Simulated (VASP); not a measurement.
# Ti3Sb2 (Pm-3m) in VASP: single point with PBE

Aim: the single point of Ti3Sb2 with PBE.

Program: VASP 6.6.1. These are calculated values, not measurements. Logs are shortened: lines on timing, memory, paths and dates and some standing lists are left out, and cuts for length are marked.

## 1. The cell of the first run

The structure is cubic, space group Pm-3m (No. 221). The conventional cell has a = 4.618 Å, b = 4.618 Å, c = 4.618 Å, α = 90.00°, β = 90.00°, γ = 90.00°. Within 3.1 Å of Ti (site symmetry 4/mmm) lie 2 Sb at 2.31 Å. Within 4.3 Å of Sb (site symmetry m-3m) lie 12 Ti at 3.27 Å and 8 Sb at 4.00 Å. Sb (site symmetry m-3m) has 6 Ti at 2.31 Å within 3.1 Å.

## 2. Single point, PBE

File INCAR:

```
SYSTEM = Ti3Sb2
PREC = Accurate
ENCUT = 520
EDIFF = 1E-6
ISMEAR = 0
SIGMA = 0.1
LREAL = .False.
LASPH = .True.
NELM = 100
ALGO = Fast
ISIF = 2
LWAVE = .False.
LCHARG = .False.
GGA = PE
NBANDS = 31
```

File KPOINTS:

```
regular mesh
0
Gamma
  4 4 4
  0 0 0
```

File POSCAR:

```
Ti3Sb2
1.0
    4.6175588800      0.0000000000      0.0000000000
    0.0000000000      4.6175588800      0.0000000000
    0.0000000000      0.0000000000      4.6175588800
Ti Sb
3 2
Direct
    0.5000000000      0.0000000000      0.0000000000
    0.0000000000      0.5000000000      0.0000000000
    0.0000000000      0.0000000000      0.5000000000
    0.5000000000      0.5000000000      0.5000000000
    0.0000000000      0.0000000000      0.0000000000
```

Potentials or basis: VASP PAW PBE potentials, release 64 (Ti_sv, Sb).

On the command line:

```console
> cat potpaw_PBE.64/Ti_sv/POTCAR potpaw_PBE.64/Sb/POTCAR > POTCAR
> mpirun -np 1 vasp_std > vasp.out
```

OUTCAR:

```text
SYSTEM = Ti3Sb2
   PREC = Accurate
   ENCUT = 520
   EDIFF = 1E-6
   ISMEAR = 0
   LREAL = .False.
   LASPH = .True.
   NELM = 100
   ISIF = 2
   GGA = PE

 ion  position               nearest neighbor table
   1  0.500  0.000  0.000-   5 2.31   5 2.31   4 3.27   4 3.27   4 3.27   4 3.27
   2  0.000  0.500  0.000-   5 2.31   5 2.31   4 3.27   4 3.27   4 3.27   4 3.27
   3  0.000  0.000  0.500-   5 2.31   5 2.31   4 3.27   4 3.27   4 3.27   4 3.27
   4  0.500  0.500  0.500-   1 3.27   2 3.27   3 3.27   1 3.27   2 3.27   1 3.27   3 3.27   1 3.27
                             2 3.27   3 3.27   2 3.27   3 3.27
   5  0.000  0.000  0.000-   1 2.31   2 2.31   3 2.31   3 2.31   2 2.31   1 2.31

  LATTYP: Found a simple cubic cell.
 ALAT       =     4.6175588800

  Lattice vectors:

 A1 = (   4.6175588800,   0.0000000000,   0.0000000000)
 A2 = (   0.0000000000,   4.6175588800,   0.0000000000)
 A3 = (   0.0000000000,   0.0000000000,   4.6175588800)

Analysis of symmetry for initial positions (statically):
=====================================================================
 Subroutine PRICEL returns:
 Original cell was already a primitive cell.

 Routine SETGRP: Setting up the symmetry group for a
 simple cubic supercell.

 Subroutine GETGRP returns: Found 48 space group operations
 (whereof 48 operations were pure point group operations)
 out of a pool of 48 trial point group operations.

The static configuration has the point symmetry O_h .

Analysis of symmetry for dynamics (positions and initial velocities):
=====================================================================
 Subroutine PRICEL returns:
 Original cell was already a primitive cell.

 Routine SETGRP: Setting up the symmetry group for a
 simple cubic supercell.

 Subroutine GETGRP returns: Found 48 space group operations
 (whereof 48 operations were pure point group operations)
 out of a pool of 48 trial point group operations.

The dynamic configuration has the point symmetry O_h .

 Subroutine INISYM returns: Found 48 space group operations
 (whereof 48 operations are pure point group operations),
 and found     1 'primitive' translations

----------------------------------------------------------------------------------------

                                     Primitive cell

  volume of cell :      98.4549

[... 79 lines left out ...]
   EDIFF  = 0.1E-05   stopping-criterion for ELM
   LREAL  =      F    real-space projection
   EDIFFG = 0.1E-04   stopping-criterion for IOM
   NSW    =      0    number of steps for IOM
   IBRION =     -1    ionic relax: 0-MD 1-quasi-New 2-CG
   NFREE  =      0    steps in history (QN), initial steepest desc. (CG)
   ISIF   =      2    stress and relaxation
   ISYM   =      2    0-nonsym 1-usesym 2-fastsym
   POTIM  = 0.5000    time-step for ionic-motion
   TEBEG  =    0.0;   TEEND  =   0.0 temperature during run
   PSTRESS=    0.0 pullay stress
   NELECT =      46.0000    total number of electrons
   NUPDOWN=      -1.0000    fix difference up-down
   EMIN   =  10.00;   EMAX   =-10.00  energy-range for DOS
   EFERMI =   0.00;   METHOD = LEGACY
   ISMEAR =     0;   SIGMA  =   0.10  broadening in eV -4-tet -1-fermi 0-gaus
   EFERMI_NEDOS =   21; number of points for ismear=-14 and -15
   IALGO  =     68    algorithm
   IMIX   =      4    mixing-type and parameters
     AMIX     =   0.40;   BMIX     =  1.00
     AMIX_MAG =   1.60;   BMIX_MAG =  1.00
  volume/ion in A,a.u.               =      19.69       132.88
  Fermi-wavevector in a.u.,A,eV,Ry     =   1.270325  2.400567 21.956085  1.613727
  Thomas-Fermi vector in A             =   2.403319
   LORBIT       =      0    0 simple, 1 ext, 2 COOP (PROOUT), +10 PAW based schemes
   GGA     = PE    functional components
   LHFCALC =     F    Hartree Fock is set to
   AEXX    =    0.0000 exact exchange contribution
   IVDW    =     0    specifies the selected vdW correction
   LEPSILON=     F    determine dielectric tensor
   LRPA    =     F    only Hartree local field effects (RPA)
 non-spin polarized calculation
 RMM-DIIS sequential band-by-band and
 Gauss-broadening in eV      SIGMA  =   0.10
  energy-cutoff  :      520.00
  volume of cell :       98.45
 maximum number of plane-waves:      2680
 NGX is ok and might be reduce to    36
   NGX = 17   NGY = 17   NGZ = 17

 number of electron      46.0000022 magnetization

 Free energy of the ion-electron system (eV)
  ---------------------------------------------------
  ext. energy  EPLUGINS =         0.00000000
  ---------------------------------------------------
  free energy    TOTEN  =       -26.65483513 eV

  energy without entropy =      -26.60863282  energy(sigma->0) =      -26.63173398

 E-fermi :   9.5173     XC(G=0): -11.0221

 val. band max:        9.4881142046   @ k =   0.5000   0.5000   0.0000
 cond. band min:       9.5375265079   @ k =   0.5000   0.5000   0.2500
 fundamental gap:      0.0494123033
 Fermi energy:         9.5172791608

 k-point     1 :       0.0000    0.0000    0.0000
  band No.  band energies     occupation
      1     -47.4764      2.00000
      2     -47.4285      2.00000
      3     -47.4285      2.00000
      4     -23.9828      2.00000
      5     -23.9828      2.00000
      6     -23.9828      2.00000
[... 329 lines left out ...]
     30      11.5792      0.00000
     31      11.6100      0.00000

------------------------ aborting loop because EDIFF is reached ----------------------------------------

  FORCE on cell =-STRESS in cart. coord.  units (eV):
  Direction    XX          YY          ZZ          XY          YZ          ZX
  --------------------------------------------------------------------------------------
  -------------------------------------------------------------------------------------
  Total       16.2323901     16.2323901     16.2323901      0.0000000      0.0000000     -0.0000000
  in kB      264.1531100    264.1531100    264.1531100      0.0000000      0.0000000     -0.0000000
  external PRESSURE =     264.1531100 kB  Pullay stress =       0.0000000 kB

 VOLUME and BASIS-vectors are now :
 -----------------------------------------------------------------------------
  energy-cutoff  :      520.00
  volume of cell :       98.45
      direct lattice vectors                 reciprocal lattice vectors
     4.617558880  0.000000000  0.000000000     0.216564645  0.000000000  0.000000000
     0.000000000  4.617558880  0.000000000     0.000000000  0.216564645  0.000000000
     0.000000000  0.000000000  4.617558880     0.000000000  0.000000000  0.216564645

 POSITION                                       TOTAL-FORCE (eV/Angst)
 -----------------------------------------------------------------------------------
      2.30878      0.00000      0.00000         0.000000      0.000000      0.000000
      0.00000      2.30878      0.00000         0.000000      0.000000      0.000000
      0.00000      0.00000      2.30878         0.000000      0.000000      0.000000
      2.30878      2.30878      2.30878         0.000000      0.000000      0.000000
      0.00000      0.00000      0.00000         0.000000      0.000000      0.000000
 -----------------------------------------------------------------------------------
    total drift:                                0.000000      0.000000     -0.000000

  FREE ENERGIE OF THE ION-ELECTRON SYSTEM (eV)
  ---------------------------------------------------
  free  energy   TOTEN  =       -26.6548351329 eV

  energy  without entropy=      -26.6086328212  energy(sigma->0) =      -26.63173398
```

stdout:

```text
POSCAR found type information on POSCAR TiSb
 POSCAR found :  2 types and       5 ions
 scaLAPACK will be used
 LDA part: xc-table for (Slater+PW92), standard interpolation
 POSCAR, INCAR and KPOINTS ok, starting setup
 FFT: planning ... GRIDC
 FFT: planning ... GRID_SOFT
 FFT: planning ... GRID
 WAVECAR not read
 entering main loop
WARNING in EDDRMM: call to ZHEGV failed, returncode =   8  4     26
WARNING in EDDRMM: call to ZHEGV failed, returncode =   8  4     15
```

Run time: 1.8 min. Hardware: 1 thread of Intel Xeon Platinum 8259CL at 2.50GHz (Skylake/Cascade Lake), shared host; peak memory 0.21 GiB.

Results:

- Free energy: -26.6548 eV
- Pressure: 26.4 GPa
- Band gap on the k mesh: zero (band 23 reaches 10.00 eV, above the bottom of band 24 at 9.44 eV)

Caveat: spin-orbit coupling is left out, which moves the levels of the heavy elements.
